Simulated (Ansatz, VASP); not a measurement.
## One calculation of Sn, two programs

```
Sn
1.0
    -1.72654    1.77555    2.43188
     1.72654   -1.77555    2.43188
     1.72654    1.77555   -2.43188
Sn
1
Direct
  0.00000 0.00000 0.00000
```

Change from the starting cell: strain +0.000 along x and y, +0.040 along z, atoms carried along.

Alike in both runs: task single point; functional PBEsol; dispersion D3(BJ); k mesh 20 × 20 × 20; occupations gaussian, width 0.15 eV; no spin polarisation.

|  | VASP | Ansatz |
| --- | --- | --- |
| version | VASP 6.6.1 | Ansatz 0.2.0 |
| potentials or method | VASP PAW PBE potentials, release 64 (Sn_d), cutoff 520 eV | scalar-relativistic, plane waves, PAW |
| valence electrons in the cell | 14 | 14 |

```tsv
	VASP	Ansatz	Ansatz less VASP
gap on the k mesh at the Fermi level (eV)	none	none	-
pressure (GPa)	-6.9	-6.8	+0.06
traceless stress, the component that is largest in VASP (GPa)	0.22	0.22	-0.001
```

VASP's potentials were made for PBE, not for PBEsol. A gap of «none» marks a metal or a gap that the smearing closes.
